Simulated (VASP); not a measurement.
Wanted: the native input for a VASP 6.6.1 run.

```yaml
Task: single point
Functional: PBEsol
Potentials_or_basis: VASP PAW PBE potentials, release 64 (Sc_sv, Si)
Cutoff: 520 eV
k_mesh: 13 × 13 × 11
Occupations: fermi-dirac, width 0.05 eV
Spin: no spin polarisation
Dipole_correction: no
Further_INCAR_settings: ALGO = Normal; EDIFF = 1e-07; NBANDS = 16
```

The structure of ScSi2 lies in POSCAR:

```
ScSi2
1.0
    3.6965986977      0.0000000000      0.0000000000
   -1.8482993488      3.2013483798      0.0000000000
    0.0000000000      0.0000000000      3.8700000000
Sc Si
1 2
Direct
    0.0000000000      0.0000000000      0.0000000000
    0.3333333333      0.6666666667      0.5000000000
    0.6666666667      0.3333333333      0.5000000000
```

This cell differs from its parent crystal: equal xx and yy strain of +1 %.

These files were run (other wordings do the same):

INCAR

```
SYSTEM = ScSi2
PREC     = Accurate       ! precision mode
ENCUT    = 520            ! plane-wave cutoff, eV
EDIFF    = 1E-7           ! SCF threshold, eV
ISMEAR   = -1             ! smearing method
SIGMA    = 0.05           ! smearing width, eV
LREAL    = .False.        ! projectors in reciprocal space
LASPH    = .True.         ! aspherical terms in the spheres
NELM     = 100            ! most SCF steps
ALGO     = Normal         ! electronic algorithm
ISIF     = 2              ! what is computed and relaxed
LWAVE    = .False.        ! write WAVECAR
LCHARG   = .False.        ! write CHGCAR
GGA      = PS             ! functional
NBANDS   = 16             ! bands
```

KPOINTS

```
regular mesh
0
Gamma
  13 13 11
  0 0 0
```

Potentials or basis: VASP PAW PBE potentials, release 64 (Sc_sv, Si).

Run with:

```bash
$ cat potpaw_PBE.64/Sc_sv/POTCAR potpaw_PBE.64/Si/POTCAR > POTCAR
$ mpirun -np 1 vasp_std > vasp.out
```

Results of the run:

* Pressure: 17.7 GPa
* Band gap on the k mesh: zero (an odd number of electrons rules out a gap without spin polarisation)

Caveat: the cell differs from its parent crystal (equal xx and yy strain of +1 %); the stress differs along the axes, from -4 to 28 GPa; the PAW data sets were made with another functional, which shifts forces and pressure a little; an odd number of electrons without spin polarisation forces a metal; a magnetic or distorted state may lie lower.

Run time: 2.1 min on 1 thread of Intel Xeon 8259CL, with other jobs on the host, peak memory 0.23 GiB.
